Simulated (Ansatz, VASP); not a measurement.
## Al3SiPd2: VASP beside Ansatz

```xyz
6
Lattice="2.7207 -4.3177 0.0000 2.7207 4.3177 0.0000 0.0000 0.0000 4.3372" Properties=species:S:1:pos:R:3 pbc="T T T"
Al    2.7207   -1.6214    0.0000
Al    2.7207    1.6214    0.0000
Al    2.7207    0.0000    2.1686
Si    0.0000    0.0000    0.0000
Pd    1.3604   -2.1589    2.1686
Pd    1.3604    2.1589    2.1686
```

Change from the starting cell: species swapped into the LaAl2Cu3 type (Cmmm, No. 65).

Alike in both runs: task relaxation of cell and atoms; functional PBE; k mesh 8 × 8 × 10; occupations gaussian, width 0.1 eV; no spin polarisation.

|  | VASP | Ansatz |
| --- | --- | --- |
| version | VASP 6.6.1 | Ansatz 0.2.0 |
| potentials or method | VASP PAW PBE potentials, release 64 (Al, Si, Pd), cutoff 600 eV | scalar-relativistic, plane waves, PAW |
| valence electrons in the cell | 33 | 49 |

```csv
,VASP,Ansatz,Ansatz less VASP
"gap on the k mesh at the Fermi level, each at its own relaxed structure (eV)",none,none,-
relaxed volume (Å³/atom),17.01,17.02,+0.013
relaxed cell length with the largest relative difference (Å),5.139,5.141,+0.0016
```

A gap of «none» marks a metal or a gap that the smearing closes. VASP's potentials hold 33 valence electrons a cell and Ansatz's 49, so a difference there can come from the potentials and not from the codes.
